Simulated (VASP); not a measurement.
# CoAuC4N4 (P-43m) in VASP: single point with PBE

Aim: the single point of CoAuC4N4 with PBE.

Everything below comes from runs of VASP 6.6.1. Logs are shortened: lines on timing, memory, paths and dates and some standing lists are left out, and cuts for length are marked.

### 1 The cell of the first run

Symmetry: P-43m, No. 215, cubic system. The conventional cell has a = 5.997 Å, b = 5.997 Å, c = 5.997 Å, α = 90.00°, β = 90.00°, γ = 90.00°. Co (site symmetry -43m) has 4 C at 1.89 Å within 2.5 Å. C (site symmetry 3m) has 1 N at 1.17 Å within 1.6 Å. Within 2.8 Å of Au (site symmetry -43m) lie 4 N at 2.14 Å. N (site symmetry 3m) has 1 C at 1.17 Å within 1.6 Å.

### 2 Single point, PBE, collinear spin, ferromagnetic start

File INCAR:

```
SYSTEM = CoAuC4N4
PREC = Accurate
ENCUT = 700
EDIFF = 1E-6
ISMEAR = 0
SIGMA = 0.1
LREAL = .False.
LASPH = .True.
NELM = 200
ALGO = Normal
ISIF = 2
LWAVE = .False.
LCHARG = .True.
ISPIN = 2
MAGMOM = 3 0 0 0 0 0 0 0 0 0
LORBIT = 11
LMAXMIX = 4
GGA = PE
LELF = .True.
LVHAR = .True.
NBANDS = 51
GGA_COMPAT = .False.
```

File KPOINTS:

```
Automatic mesh
0
Gamma
  4 4 4
  0 0 0
```

File POSCAR:

```
CoAuC4N4
1.0
    5.9972057362      0.0000000000      0.0000000000
    0.0000000000      5.9972057362      0.0000000000
    0.0000000000      0.0000000000      5.9972057362
Co C Au N
1 4 1 4
Direct
    0.0000000000      0.0000000000      0.0000000000
    0.1815115156      0.1815115156      0.1815115156
    0.1815115156      0.8184884844      0.8184884844
    0.8184884844      0.1815115156      0.8184884844
    0.8184884844      0.8184884844      0.1815115156
    0.5000000000      0.5000000000      0.5000000000
    0.2943690821      0.2943690821      0.2943690821
    0.2943690821      0.7056309179      0.7056309179
    0.7056309179      0.2943690821      0.7056309179
    0.7056309179      0.7056309179      0.2943690821
```

Potentials or basis: VASP PAW PBE potentials, release 64 (Co_sv, C, Au_sv_GW, N).

The run is started by

```
cat potpaw_PBE.64/Co_sv/POTCAR potpaw_PBE.64/C/POTCAR potpaw_PBE.64/Au_sv_GW/POTCAR potpaw_PBE.64/N/POTCAR > POTCAR
mpirun -np 1 vasp_std > vasp.out
```

OUTCAR:

```text
SYSTEM = CoAuC4N4
   PREC = Accurate
   ENCUT = 700
   EDIFF = 1E-6
   ISMEAR = 0
   LREAL = .False.
   LASPH = .True.
   NELM = 200
   ISIF = 2
   ISPIN = 2
   LORBIT = 11
   GGA = PE

 ion  position               nearest neighbor table
   1  0.000  0.000  0.000-   2 1.89   3 1.89   4 1.89   5 1.89
   2  0.182  0.182  0.182-   7 1.17   1 1.89
   3  0.182  0.818  0.818-   8 1.17   1 1.89
   4  0.818  0.182  0.818-   9 1.17   1 1.89
   5  0.818  0.818  0.182-  10 1.17   1 1.89
   6  0.500  0.500  0.500-   7 2.14   8 2.14   9 2.14  10 2.14
   7  0.294  0.294  0.294-   2 1.17   6 2.14
   8  0.294  0.706  0.706-   3 1.17   6 2.14
   9  0.706  0.294  0.706-   4 1.17   6 2.14
  10  0.706  0.706  0.294-   5 1.17   6 2.14

  LATTYP: Found a simple cubic cell.
 ALAT       =     5.9972057362

  Lattice vectors:

 A1 = (   5.9972057362,   0.0000000000,   0.0000000000)
 A2 = (   0.0000000000,   5.9972057362,   0.0000000000)
 A3 = (   0.0000000000,   0.0000000000,   5.9972057362)

Analysis of symmetry for initial positions (statically):
=====================================================================
 Subroutine PRICEL returns:
 Original cell was already a primitive cell.

 Routine SETGRP: Setting up the symmetry group for a
 simple cubic supercell.

 Subroutine GETGRP returns: Found 24 space group operations
 (whereof 24 operations were pure point group operations)
 out of a pool of 48 trial point group operations.

The static configuration has the point symmetry T_d .

Analysis of symmetry for dynamics (positions and initial velocities):
=====================================================================
 Subroutine PRICEL returns:
 Original cell was already a primitive cell.

 Routine SETGRP: Setting up the symmetry group for a
 simple cubic supercell.

 Subroutine GETGRP returns: Found 24 space group operations
 (whereof 24 operations were pure point group operations)
[... 160 lines left out ...]
  ext. energy  EPLUGINS =         0.00000000
  ---------------------------------------------------
  free energy    TOTEN  =       -72.42666718 eV

  energy without entropy =      -72.41096471  energy(sigma->0) =      -72.41881594

 E-fermi :  -1.6069     XC(G=0):  -7.1743

 val. band max:       -1.7192993614   @ k =   0.2500   0.0000   0.0000
 cond. band min:      -1.5612269957   @ k =   0.2500   0.2500   0.2500
 fundamental gap:      0.1580723656
 Fermi energy:        -1.6068654036

 spin component 1

 k-point     1 :       0.0000    0.0000    0.0000
  band No.  band energies     occupation
      1    -105.9313      1.00000
      2     -97.8418      1.00000
      3     -61.0766      1.00000
      4     -61.0766      1.00000
      5     -61.0766      1.00000
      6     -57.2474      1.00000
[... 499 lines left out ...]
     47       4.3963      0.00000
     48       6.3858      0.00000
 Fermi energy:        -1.6068654036

 spin component 2

 k-point     1 :       0.0000    0.0000    0.0000
  band No.  band energies     occupation
      1    -106.0542      1.00000
      2     -95.7827      1.00000
      3     -59.0675      1.00000
      4     -59.0674      1.00000
      5     -59.0673      1.00000
      6     -57.3959      1.00000
[... 499 lines left out ...]
     47       4.4821      0.00000
     48       6.4282      0.00000
 [bands above 48 left out]

------------------------ aborting loop because EDIFF is reached ----------------------------------------

  FORCE on cell =-STRESS in cart. coord.  units (eV):
  Direction    XX          YY          ZZ          XY          YZ          ZX
  --------------------------------------------------------------------------------------
  -------------------------------------------------------------------------------------
  Total        0.5002071      0.5002071      0.5002071     -0.0000000     -0.0000000     -0.0000000
  in kB        3.7154689      3.7154689      3.7154689     -0.0000000     -0.0000000     -0.0000000
  external PRESSURE =       3.7154689 kB  Pullay stress =       0.0000000 kB

 VOLUME and BASIS-vectors are now :
 -----------------------------------------------------------------------------
  energy-cutoff  :      700.00
  volume of cell :      215.70
      direct lattice vectors                 reciprocal lattice vectors
     5.997205736  0.000000000  0.000000000     0.166744321  0.000000000  0.000000000
     0.000000000  5.997205736  0.000000000     0.000000000  0.166744321  0.000000000
     0.000000000  0.000000000  5.997205736     0.000000000  0.000000000  0.166744321

 POSITION                                       TOTAL-FORCE (eV/Angst)
 -----------------------------------------------------------------------------------
      0.00000      0.00000      0.00000        -0.000000      0.000000     -0.000000
      1.08856      1.08856      1.08856        -0.203813     -0.203813     -0.203813
      1.08856      4.90864      4.90864        -0.203813      0.203813      0.203813
      4.90864      1.08856      4.90864         0.203813     -0.203813      0.203813
      4.90864      4.90864      1.08856         0.203813      0.203813     -0.203813
      2.99860      2.99860      2.99860        -0.000000      0.000000     -0.000000
      1.76539      1.76539      1.76539         0.191842      0.191842      0.191842
      1.76539      4.23181      4.23181         0.191842     -0.191842     -0.191842
      4.23181      1.76539      4.23181        -0.191842      0.191842     -0.191842
      4.23181      4.23181      1.76539        -0.191842     -0.191842      0.191842
 -----------------------------------------------------------------------------------
    total drift:                                0.000000      0.000000     -0.000000

  FREE ENERGIE OF THE ION-ELECTRON SYSTEM (eV)
  ---------------------------------------------------
  free  energy   TOTEN  =       -72.4266671765 eV

  energy  without entropy=      -72.4109647121  energy(sigma->0) =      -72.41881594

 total charge

# of ion       s       p       d       f       tot
--------------------------------------------------
    1        2.258   6.174   6.586   0.000  15.018
    2        0.960   1.631   0.000   0.000   2.590
    3        0.960   1.631   0.000   0.000   2.590
    4        0.960   1.631   0.000   0.000   2.590
    5        0.960   1.631   0.000   0.000   2.590
    6        2.211   6.391   8.397   0.019  17.018
    7        1.297   2.528   0.000   0.000   3.825
    8        1.297   2.528   0.000   0.000   3.825
    9        1.297   2.528   0.000   0.000   3.825
   10        1.297   2.528   0.000   0.000   3.825
--------------------------------------------------
tot         13.497  29.199  14.983   0.019  57.697

 magnetization (x)

# of ion       s       p       d       f       tot
--------------------------------------------------
    1        0.007   0.050   1.610   0.000   1.667
    2        0.013  -0.004   0.000   0.000   0.009
    3        0.013  -0.004   0.000   0.000   0.009
    4        0.013  -0.004   0.000   0.000   0.009
    5        0.013  -0.004   0.000   0.000   0.009
    6        0.001  -0.010  -0.216  -0.000  -0.225
    7        0.001   0.028   0.000   0.000   0.029
    8        0.001   0.028   0.000   0.000   0.029
    9        0.001   0.028   0.000   0.000   0.029
   10        0.001   0.028   0.000   0.000   0.029
--------------------------------------------------
tot          0.065   0.133   1.394  -0.000   1.591
```

stdout:

```text
POSCAR found type information on POSCAR CoC AuN
 POSCAR found :  4 types and      10 ions
 scaLAPACK will be used
 LDA part: xc-table for (Slater+PW92), standard interpolation
 POSCAR, INCAR and KPOINTS ok, starting setup
 FFT: planning ... GRIDC
 FFT: planning ... GRID_SOFT
 FFT: planning ... GRID
 WAVECAR not read
 entering main loop
```

Run time: 8.5 min. Hardware: 1 thread of Intel Xeon Platinum 8488C (Sapphire Rapids), shared host; peak memory 0.68 GiB.

Results:

```
Free energy                                           : -72.4267 eV
Pressure                                              : 0.4 GPa
Largest force                                         : 0.353 eV/Å
Band gap on the k mesh                                : zero (filled and empty bands overlap)
Net moment                                            : 2.00 μB per cell
Site moments                                          : Co +1.67; C +0.01; Au -0.23; N +0.03 μB
Valence electrons inside the program's atomic spheres : Co 15.02; C 2.59; Au 17.02; N 3.83
```

Forces on the atoms (eV/Å):
```
Co   0.000  0.000  0.000
C   -0.204 -0.204 -0.204
C   -0.204  0.204  0.204
C    0.204 -0.204  0.204
C    0.204  0.204 -0.204
Au   0.000  0.000  0.000
N    0.192  0.192  0.192
N    0.192 -0.192 -0.192
N   -0.192  0.192 -0.192
N   -0.192 -0.192  0.192
```

Levels at points of the mesh, in eV from the Fermi level:
Spin up:
```csv
k point,band 35,band 36,band 37,band 38,band 39,band 40
"(0.00, 0.00, 0.00)",-0.66,-0.53,-0.53,-0.53,4.90,4.90
"(0.50, 0.00, 0.00)",-0.40,-0.34,0.12,0.12,4.79,4.79
"(0.50, 0.50, 0.00)",-0.44,-0.36,0.08,0.08,4.92,5.03
"(0.50, 0.50, 0.50)",-0.61,-0.49,-0.49,-0.49,5.18,5.18
```
Spin down:
| k point | band 31 | band 32 | band 33 | band 34 | band 35 | band 36 | band 37 | band 38 | band 39 | band 40 |
| --- | --- | --- | --- | --- | --- | --- | --- | --- | --- | --- |
| (0.00, 0.00, 0.00) | -0.68 | -0.68 | -0.68 | -0.52 | -0.52 | 0.86 | 0.86 | 0.86 | 5.23 | 5.29 |
| (0.50, 0.00, 0.00) | -1.18 | -0.72 | -0.72 | -0.70 | -0.24 | 1.00 | 1.12 | 1.12 | 5.14 | 5.14 |
| (0.50, 0.50, 0.00) | -1.15 | -0.69 | -0.67 | -0.67 | -0.26 | 1.01 | 1.10 | 1.10 | 5.14 | 5.39 |
| (0.50, 0.50, 0.50) | -0.62 | -0.62 | -0.62 | -0.45 | -0.45 | 0.91 | 0.91 | 0.91 | 5.55 | 5.55 |

Caveat: spin-orbit coupling is left out, which moves the levels of the heavy elements; a cell with one magnetic atom can't hold antiferromagnetic order, which such compounds often take. With open d or f shells a metallic result of PBE can be an artefact of self-interaction; +U or a hybrid may open a gap.

The gap in the log of VASP goes by the Fermi energy; the results here count the filled bands.